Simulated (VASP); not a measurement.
# BaTiO3 (Cm) in VASP: single point with LDA

Aim: the single point of BaTiO3 with LDA.

All numbers are computed with VASP 6.6.1; they aren't measurements. Logs are shortened: lines on timing, memory, paths and dates and some standing lists are left out, and cuts for length are marked.

### 1 The cell of the first run

Symmetry: Cm, No. 8, monoclinic system. Conventional cell: a = 5.583 Å, b = 5.576 Å, c = 11.685 Å, α = 90.00°, β = 90.10°, γ = 90.00°. Within 3.5 Å of Ba (site symmetry m) lie 12 O at 2.63 to 2.84 Å and 8 Ti at 3.31 to 3.44 Å. Within 3.6 Å of Ba (site symmetry m) lie 12 O at 2.74 to 2.84 Å and 8 Ti at 3.36 to 3.48 Å. Within 3.6 Å of Ba (site symmetry m) lie 12 O at 2.74 to 2.84 Å and 8 Ti at 3.36 to 3.48 Å. Within 2.5 Å of Ti (site symmetry m) lie 6 O at 1.89 to 2.06 Å. Ti (site symmetry m) has 6 O at 1.89 to 2.06 Å within 2.5 Å. Within 2.5 Å of Ti (site symmetry m) lie 6 O at 1.89 to 2.06 Å. Within 2.5 Å of O (site symmetry 1) lie 2 Ti at 1.89 to 2.06 Å. O (site symmetry 1) has 2 Ti at 1.89 to 2.06 Å within 2.5 Å.

### 2 Single point, LDA (the distance across one plane changed)

The input, INCAR:

```
SYSTEM = BaTiO3
  PREC = Accurate
  ENCUT = 600
  EDIFF = 1E-6
  ISMEAR = 0
  SIGMA = 0.05
  LREAL = .False.
  LASPH = .True.
  NELM = 120
  ALGO = Normal
  ISIF = 2
  LWAVE = .False.
  LCHARG = .False.
  GGA = CA
  NBANDS = 73
  GGA_COMPAT = .False.
```

The input, KPOINTS:

```
regular mesh
0
Gamma
  7 7 3
  0 0 0
```

The input, POSCAR:

```
BaTiO3
1.0
    2.7879170996     -1.6096046879     -2.2805008955
    0.0000000000      3.2192093758     -2.2805008955
    8.2576205379      4.7675394404      6.7550059689
Ba Ti O
3 3 9
Direct
    0.9995209415      0.9995209415      0.9300109420
    0.9994895897      0.9994895897      0.2547865517
    0.9995052656      0.9995052656      0.5923987469
    0.4906659175      0.4906659175      0.0889568340
    0.4906815934      0.4906815934      0.4265690291
    0.4906972693      0.4906972693      0.7641812242
    0.5089713352      0.0132293135      0.0827766048
    0.5089870111      0.0132449894      0.4203888000
    0.5090026870      0.0132606653      0.7580009951
    0.0132293135      0.5089713352      0.0827766048
    0.0132449894      0.5089870111      0.4203888000
    0.0132606653      0.5090026870      0.7580009951
    0.5089791064      0.5089791064      0.2501451570
    0.5089947823      0.5089947823      0.5877573521
    0.5090104582      0.5090104582      0.9253695473
```

Potentials or basis: VASP PAW LDA potentials, release 64 (Ba_sv, Ti_sv, O).

The run is started by

```console
cat potpaw_LDA.64/Ba_sv/POTCAR potpaw_LDA.64/Ti_sv/POTCAR potpaw_LDA.64/O/POTCAR > POTCAR
mpirun -np 1 vasp_std > vasp.out
```

OUTCAR:

```text
SYSTEM = BaTiO3
   PREC = Accurate
   ENCUT = 600
   EDIFF = 1E-6
   ISMEAR = 0
   LREAL = .False.
   LASPH = .True.
   NELM = 120
   ISIF = 2
   GGA = CA

 ion  position               nearest neighbor table
   1  1.000  1.000  0.930-   7 2.63  10 2.63  10 2.69   7 2.69  15 2.74  15 2.79  15 2.79  12 2.79
                             9 2.79  15 2.84   9 2.84  12 2.84   4 3.31   4 3.35   4 3.35   6 3.36
   2  0.999  0.999  0.255-  13 2.74   8 2.74  11 2.74  13 2.79  13 2.79  10 2.79   7 2.79  11 2.79
                             8 2.79  13 2.84   7 2.84  10 2.84   4 3.36   4 3.40   4 3.40   5 3.40
   3  1.000  1.000  0.592-   9 2.74  12 2.74  14 2.74  12 2.79   9 2.79  14 2.79  14 2.79  11 2.79
                             8 2.79  14 2.84   8 2.84  11 2.84   5 3.36   6 3.40   5 3.40   5 3.40
   4  0.491  0.491  0.089-  13 1.89   7 1.89  10 1.89  15 1.91   7 2.06  10 2.06   1 3.31   1 3.35
                             1 3.35   2 3.36   2 3.40   2 3.40   1 3.40   2 3.44
   5  0.491  0.491  0.427-  14 1.89   8 1.89  11 1.89  13 2.06   8 2.06  11 2.06   3 3.36   2 3.40
                             3 3.40   3 3.40   2 3.44   2 3.44   3 3.44   2 3.48
   6  0.491  0.491  0.764-   9 1.89  12 1.89  15 1.89  14 2.06   9 2.06  12 2.06   1 3.36   3 3.40
                             1 3.40   1 3.40   3 3.44   3 3.44   1 3.44   3 3.48
   7  0.509  0.013  0.083-   4 1.89   4 2.06   1 2.63   1 2.69   2 2.79   2 2.84
   8  0.509  0.013  0.420-   5 1.89   5 2.06   2 2.74   3 2.79   2 2.79   3 2.84
   9  0.509  0.013  0.758-   6 1.89   6 2.06   3 2.74   3 2.79   1 2.79   1 2.84
  10  0.013  0.509  0.083-   4 1.89   4 2.06   1 2.63   1 2.69   2 2.79   2 2.84
  11  0.013  0.509  0.420-   5 1.89   5 2.06   2 2.74   3 2.79   2 2.79   3 2.84
  12  0.013  0.509  0.758-   6 1.89   6 2.06   3 2.74   3 2.79   1 2.79   1 2.84
  13  0.509  0.509  0.250-   4 1.89   5 2.06   2 2.74   2 2.79   2 2.79   2 2.84
  14  0.509  0.509  0.588-   5 1.89   6 2.06   3 2.74   3 2.79   3 2.79   3 2.84
  15  0.509  0.509  0.925-   6 1.89   4 1.91   1 2.74   1 2.79   1 2.79   1 2.84

  LATTYP: Found a base centered monoclinic cell.
 ALAT       =     5.5826558503
 B/A-ratio  =     0.9987780635
 C/A-ratio  =     2.0931557890
 COS(beta)  =    -0.0017502615

  Lattice vectors:

 A1 = (   2.7879170996,  -1.6096046879,  -2.2805008955)
 A2 = (   0.0000000000,   3.2192093758,  -2.2805008955)
 A3 = (   8.2576205379,   4.7675394404,   6.7550059689)

Analysis of symmetry for initial positions (statically):
=====================================================================
 Subroutine PRICEL returns:
 Original cell was already a primitive cell.

 Routine SETGRP: Setting up the symmetry group for a
 base centered monoclinic supercell.

 Subroutine GETGRP returns: Found  2 space group operations
 (whereof  2 operations were pure point group operations)
 out of a pool of  4 trial point group operations.

The static configuration has the point symmetry C_1h.

Analysis of symmetry for dynamics (positions and initial velocities):
=====================================================================
 Subroutine PRICEL returns:
 Original cell was already a primitive cell.

 Routine SETGRP: Setting up the symmetry group for a
 base centered monoclinic supercell.

 Subroutine GETGRP returns: Found  2 space group operations
 (whereof  2 operations were pure point group operations)
 out of a pool of  4 trial point group operations.

The dynamic configuration has the point symmetry C_1h.

 Subroutine INISYM returns: Found  2 space group operations
 (whereof  2 operations are pure point group operations),
 and found     1 'primitive' translations

----------------------------------------------------------------------------------------

                                     Primitive cell

  volume of cell :     181.8706

  direct lattice vectors                    reciprocal lattice vectors
     2.787917100 -1.609604688 -2.280500895     0.179348173 -0.103543470 -0.146164428
     0.000000000  3.219209376 -2.280500895     0.000002811  0.207091809 -0.146164428
     8.257620538  4.767539440  6.755005969     0.060549181  0.034958086  0.049347667

  length of vectors
     3.945122728  3.945122728 11.685368411     0.253477922  0.253477922  0.085577236

  position of ions in fractional coordinates (direct lattice)
     0.999520942  0.999520942  0.930010942
     0.999489590  0.999489590  0.254786552
     0.999505266  0.999505266  0.592398747
     0.490665918  0.490665918  0.088956834
     0.490681593  0.490681593  0.426569029
     0.490697269  0.490697269  0.764181224
     0.508971335  0.013229313  0.082776605
     0.508987011  0.013244989  0.420388800
     0.509002687  0.013260665  0.758000995
     0.013229313  0.508971335  0.082776605
     0.013244989  0.508987011  0.420388800
     0.013260665  0.509002687  0.758000995
     0.508979106  0.508979106  0.250145157
     0.508994782  0.508994782  0.587757352
     0.509010458  0.509010458  0.925369547

  ion indices of the primitive-cell ions
   primitive index   ion index
                 1           1
                 2           2
                 3           3
                 4           4
                 5           5
                 6           6
                 7           7
                 8           8
                 9           9
                10          10
                11          11
                12          12
                13          13
                14          14
                15          15

----------------------------------------------------------------------------------------

 KPOINTS: regular mesh

Automatic generation of k-mesh.
 Grid dimensions read from file:
 generate k-points for:    7    7    3

 Generating k-lattice:

  Cartesian coordinates                     Fractional coordinates (reciprocal lattice)
     0.025621168 -0.014791924 -0.020880633     0.142857143  0.000000000 -0.000000000
     0.000000402  0.029584544 -0.020880633     0.000000000  0.142857143 -0.000000000
     0.020183060  0.011652695  0.016449222     0.000000000  0.000000000  0.333333333

  Length of vectors
     0.036211132  0.036211132  0.028525745

  Shift w.r.t. Gamma in fractional coordinates (k-lattice)
     0.000000000  0.000000000  0.000000000

 Subroutine IBZKPT returns following result:
 ===========================================

 Found     44 irreducible k-points:

 Following reciprocal coordinates:
            Coordinates               Weight
  0.000000  0.000000  0.000000      1.000000
  0.142857  0.000000 -0.000000      4.000000
  0.285714  0.000000  0.000000      4.000000
  0.428571  0.000000 -0.000000      4.000000
  0.142857  0.142857  0.000000      2.000000
  0.285714  0.142857 -0.000000      4.000000
[... 16 lines left out ...]
 -0.142857  0.000000  0.333333      4.000000
  0.142857  0.142857  0.333333      2.000000
 [... further k-points ...]
   k-points           NKPTS =     44   k-points in BZ     NKDIM =     44   number of bands    NBANDS=     73
   number of dos      NEDOS =    301   number of ions     NIONS =     15
   total plane-waves  NPLWV =  98304
   dimension x,y,z NGX =    32 NGY =   32 NGZ =   96
   dimension x,y,z NGXF=    64 NGYF=   64 NGZF=  192
   ions per type =               3   3   9
   NGX,Y,Z   is equivalent  to a cutoff of  13.48, 13.48, 13.66 a.u.
   NGXF,Y,Z  is equivalent  to a cutoff of  26.97, 26.97, 27.32 a.u.
 SYSTEM =  BaTiO3
   PREC   = accura    normal or accurate (medium, high low for compatibility)
   ISTART =      0    job   : 0-new  1-cont  2-samecut
   ICHARG =      2    charge: 1-file 2-atom 10-const
   ISPIN  =      1    spin polarized calculation?
   LNONCOLLINEAR =      F non collinear calculations
   LSORBIT =      F    spin-orbit coupling
   LASPH  =      T    aspherical Exc in radial PAW
   ENCUT  =  600.0 eV  44.10 Ry    6.64 a.u.   7.88  7.88 23.34*2*pi/ulx,y,z
   NELM   =    120;   NELMIN=  2; NELMDL= -5     # of ELM steps
   EDIFF  = 0.1E-05   stopping-criterion for ELM
   LREAL  =      F    real-space projection
   EDIFFG = 0.1E-04   stopping-criterion for IOM
   NSW    =      0    number of steps for IOM
   IBRION =     -1    ionic relax: 0-MD 1-quasi-New 2-CG
   NFREE  =      0    steps in history (QN), initial steepest desc. (CG)
   ISIF   =      2    stress and relaxation
   ISYM   =      2    0-nonsym 1-usesym 2-fastsym
   POTIM  = 0.5000    time-step for ionic-motion
   TEBEG  =    0.0;   TEEND  =   0.0 temperature during run
   PSTRESS=    0.0 pullay stress
   NELECT =     120.0000    total number of electrons
   NUPDOWN=      -1.0000    fix difference up-down
   EMIN   =  10.00;   EMAX   =-10.00  energy-range for DOS
   EFERMI =   0.00;   METHOD = LEGACY
   ISMEAR =     0;   SIGMA  =   0.05  broadening in eV -4-tet -1-fermi 0-gaus
   EFERMI_NEDOS =   21; number of points for ismear=-14 and -15
   IALGO  =     38    algorithm
   IMIX   =      4    mixing-type and parameters
     AMIX     =   0.40;   BMIX     =  1.00
     AMIX_MAG =   1.60;   BMIX_MAG =  1.00
  volume/ion in A,a.u.               =      12.12        81.82
  Fermi-wavevector in a.u.,A,eV,Ry     =   1.425217  2.693270 27.636758  2.031244
  Thomas-Fermi vector in A             =   2.545625
   LORBIT       =      0    0 simple, 1 ext, 2 COOP (PROOUT), +10 PAW based schemes
   GGA     = CA    functional components
   LHFCALC =     F    Hartree Fock is set to
   AEXX    =    0.0000 exact exchange contribution
   IVDW    =     0    specifies the selected vdW correction
   LEPSILON=     F    determine dielectric tensor
   LRPA    =     F    only Hartree local field effects (RPA)
 non-spin polarized calculation
 Gauss-broadening in eV      SIGMA  =   0.05
  energy-cutoff  :      600.00
  volume of cell :      181.87
 maximum number of plane-waves:      6098
   NGX = 15   NGY = 15   NGZ = 47

 number of electron     120.0000031 magnetization

 Free energy of the ion-electron system (eV)
  ---------------------------------------------------
  ext. energy  EPLUGINS =         0.00000000
  ---------------------------------------------------
  free energy    TOTEN  =      -132.31311496 eV

  energy without entropy =     -132.31311496  energy(sigma->0) =     -132.31311496

 E-fermi :   4.2554     XC(G=0): -12.0183

 val. band max:        3.9073764419   @ k =  -0.4286  -0.4286   0.3333
 cond. band min:       6.0123914003   @ k =   0.0000   0.0000   0.0000
 fundamental gap:      2.1050149584
 Fermi energy:         4.2554330598

 k-point     1 :       0.0000    0.0000    0.0000
  band No.  band energies     occupation
      1     -51.6657      2.00000
      2     -51.5496      2.00000
      3     -51.4449      2.00000
      4     -28.3798      2.00000
      5     -28.3262      2.00000
      6     -28.3208      2.00000
[... 64 lines left out ...]
     71       8.5203      0.00000
     72       8.5389      0.00000

 k-point     2 :       0.1429    0.0000   -0.0000
  band No.  band energies     occupation
      1     -51.6655      2.00000
      2     -51.5494      2.00000
      3     -51.4446      2.00000
      4     -28.3790      2.00000
      5     -28.3366      2.00000
      6     -28.3224      2.00000
[... 1642 lines left out ...]
 k-point    24 :       0.1429    0.1429    0.3333
  band No.  band energies     occupation
      1     -51.6652      2.00000
      2     -51.5491      2.00000
      3     -51.4443      2.00000
      4     -28.3792      2.00000
      5     -28.3380      2.00000
      6     -28.3330      2.00000
[... 64 lines left out ...]
     71       9.2280      0.00000
     72       9.3310      0.00000

 [... further k-points ...]

 [bands above 72 left out]

------------------------ aborting loop because EDIFF is reached ----------------------------------------

  FORCE on cell =-STRESS in cart. coord.  units (eV):
  Direction    XX          YY          ZZ          XY          YZ          ZX
  --------------------------------------------------------------------------------------
  -------------------------------------------------------------------------------------
  Total        6.3538796      5.2008860      5.8112502      0.9985217      0.8512465      1.4744022
  in kB       55.9740981     45.8168745     51.1938395      8.7964137      7.4990020     12.9886522
  external PRESSURE =      50.9949374 kB  Pullay stress =       0.0000000 kB

 VOLUME and BASIS-vectors are now :
 -----------------------------------------------------------------------------
  energy-cutoff  :      600.00
  volume of cell :      181.87
      direct lattice vectors                 reciprocal lattice vectors
     2.787917100 -1.609604688 -2.280500895     0.179348173 -0.103543470 -0.146164428
     0.000000000  3.219209376 -2.280500895     0.000002811  0.207091809 -0.146164428
     8.257620538  4.767539440  6.755005969     0.060549181  0.034958086  0.049347667

 POSITION                                       TOTAL-FORCE (eV/Angst)
 -----------------------------------------------------------------------------------
     10.46626      6.04270      1.72341        -0.503114     -0.290473     -0.474143
      4.89042      2.82349     -2.83759         0.105007      0.060626      0.052902
      7.67834      4.43309     -0.55709        -0.032161     -0.018568     -0.062059
      2.10251      1.21388     -1.63702         0.611201      0.352877      0.386046
      4.89042      2.82349      0.64348        -0.149680     -0.086418     -0.208307
      7.67834      4.43309      2.92398        -0.345830     -0.199665     -0.308211
      2.10251     -0.38201     -0.63172         0.269520      0.097094      0.350203
      4.89042      1.22759      1.64878         0.028556     -0.018783      0.063295
      7.67834      2.83720      3.92928         0.018525      0.004913      0.040006
      0.72042      2.01183     -0.63172         0.218846      0.184865      0.350203
      3.50834      3.62144      1.64878        -0.001988      0.034121      0.063295
      6.29625      5.23104      3.92928         0.013518      0.013587      0.040006
      3.48460      2.01183     -0.63172         0.339288      0.195888      0.252493
      6.27251      3.62144      1.64878         0.156320      0.090251      0.135011
      9.06043      5.23104      3.92928        -0.728007     -0.420315     -0.680739
 -----------------------------------------------------------------------------------
    total drift:                               -0.001408     -0.000813      0.000442

  FREE ENERGIE OF THE ION-ELECTRON SYSTEM (eV)
  ---------------------------------------------------
  free  energy   TOTEN  =      -132.3131149624 eV

  energy  without entropy=     -132.3131149624  energy(sigma->0) =     -132.31311496
```

It took 27 min on 1 thread of Oxide Virtual Turin-like, shared host; peak memory 0.58 GiB.

Results:

| Quantity | Value |
| --- | --- |
| Free energy | -132.3131 eV |
| Pressure | 5.1 GPa |
| Largest force | 1.082 eV/Å |
| Band gap on the k mesh | 2.10 eV |

Forces on the atoms (eV/Å):
```
Ba  -0.503 -0.290 -0.474
Ba   0.105  0.061  0.053
Ba  -0.032 -0.019 -0.062
Ti   0.611  0.353  0.386
Ti  -0.150 -0.086 -0.208
Ti  -0.346 -0.200 -0.308
O    0.270  0.097  0.350
O    0.029 -0.019  0.063
O    0.019  0.005  0.040
O    0.219  0.185  0.350
O   -0.002  0.034  0.063
O    0.014  0.014  0.040
O    0.339  0.196  0.252
O    0.156  0.090  0.135
O   -0.728 -0.420 -0.681
```

Caveat: the cell differs from its parent crystal (the distance across one plane changed); the cell stands under pressure; spin-orbit coupling is left out, which moves the levels of the heavy elements; forces of over 1 eV/Å act on the atoms, so gaps and moduli don't describe the material at rest. A k mesh can miss the band edges.
